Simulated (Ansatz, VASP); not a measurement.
# V: VASP beside Ansatz

```
V
1.0
     2.55113    0.00000    0.00000
    -1.27557    2.20934    0.00000
     0.00000    0.00000    4.62691
V
2
Direct
  0.33333 0.66667 0.25000
  0.66667 0.33333 0.75000
```

Alike in both runs: task single point; functional r2SCAN; k mesh 12 × 12 × 6; occupations fermi-dirac, width 0.05 eV; collinear spin.

|  | VASP | Ansatz |
| --- | --- | --- |
| version | VASP 6.6.1 | Ansatz 0.2.0 |
| potentials or method | VASP PAW PBE potentials, release 64 (V_sv) | Ansatz PAW |
| plane-wave cutoff (eV) | 520 | 500 |
| valence electrons in the cell | 26 | 26 |

VASP gave:

* gap on the k mesh at the Fermi level (eV): none
* pressure (GPa): 9.5
* traceless stress, the component that is largest in VASP (GPa): -0.92
* net moment per atom (μB): 0.00

Estimate Ansatz's values.

gap on the k mesh at the Fermi level (eV): none; pressure (GPa): 8.7; traceless stress, the component that is largest in VASP (GPa): -0.85; net moment per atom (μB): 0.00.

VASP's potentials were made for PBE, not for r2SCAN. A gap of «none» marks a metal or a gap that the smearing closes.

Noted on Ansatz's run: the magnetic or orbital state may not be the lowest.
